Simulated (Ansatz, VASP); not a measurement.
**One calculation of K, two programs**

File INCAR:

```
SYSTEM = K
PREC = Accurate
ENCUT = 520
EDIFF = 1E-6
ISMEAR = 0
SIGMA = 0.1
LREAL = .False.
LASPH = .True.
NELM = 60
ALGO = Normal
ISIF = 2
LWAVE = .False.
LCHARG = .False.
GGA = PS
NBANDS = 10
```

File KPOINTS:

```
regular mesh
0
Gamma
  10 10 10
  0 0 0
```

POSCAR

```
K
1.0
    4.3068618252      0.0000000000      0.0000000000
    0.0000000000      4.3068618252      0.0000000000
    0.0000000000      0.0000000000      4.3068618252
K
1
Direct
    0.0000000000      0.0000000000      0.0000000000
```

Input for Ansatz:

```yaml
crystal:
  lattice:
    - [4.3068618252, 0.0, 0.0]
    - [0.0, 4.3068618252, 0.0]
    - [0.0, 0.0, 4.3068618252]
  atoms:
    - { symbol: K, position: [0.0, 0.0, 0.0] }
basis:
  ecutwfc: 420
kpoints:
  mp_grid: { grid: [10, 10, 10] }
hamiltonian:
  xc: pbesol
scf:
  occupations: { method: gaussian, width: 0.1 }
output:
  forces: true
  stress: true
  eigenvalues: true
```

Alike in both runs: task single point; functional PBEsol; k mesh 10 × 10 × 10; occupations gaussian, width 0.1 eV; no spin polarisation.

```csv
,VASP,Ansatz
version,VASP 6.6.1,Ansatz 0.2.0
potentials or method,"VASP PAW PBE potentials, release 64 (K_sv), cutoff 520 eV","scalar-relativistic, plane waves, PAW"
valence electrons in the cell,9,9
```

|  | VASP | Ansatz | Ansatz less VASP |
| --- | --- | --- | --- |
| gap on the k mesh at the Fermi level (eV) | none | none | - |
| pressure (GPa) | -0.1 | -0.1 | +0.01 |

VASP's potentials were made for PBE, not for PBEsol. A gap of «none» marks a metal or a gap that the smearing closes.
